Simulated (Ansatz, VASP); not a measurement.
Se in VASP and in Ansatz

```
Se
1.0
     3.68507    0.00000    0.00000
    -1.84254    3.19137    0.00000
     0.00000    0.00000    3.81142
Se
2
Direct
  0.33333 0.66667 0.25000
  0.66667 0.33333 0.75000
```

Alike in both runs: functional PBE; k mesh 18 × 18 × 14; occupations gaussian, width 0.1 eV; no spin polarisation.

Ansatz relaxed the structure, and its values are those at the end. VASP's run is a single point on that final structure, the one shown.

|  | VASP | Ansatz |
| --- | --- | --- |
| version | VASP 6.6.1 | Ansatz 0.2.0 |
| potentials or method | VASP PAW PBE potentials, release 64 (Se), cutoff 520 eV | scalar-relativistic, plane waves, PAW |
| valence electrons in the cell | 12 | 32 |

```tsv
	VASP	Ansatz	Ansatz less VASP
gap on the k mesh at the Fermi level (eV)	none	none	-
pressure (GPa)	0.0	0.0	-0.02
```

A gap of «none» marks a metal or a gap that the smearing closes. With one functional, cell and mesh, what is left measures potentials, basis and numerics. VASP's potentials hold 12 valence electrons a cell and Ansatz's 32, so a difference there can come from the potentials and not from the codes.
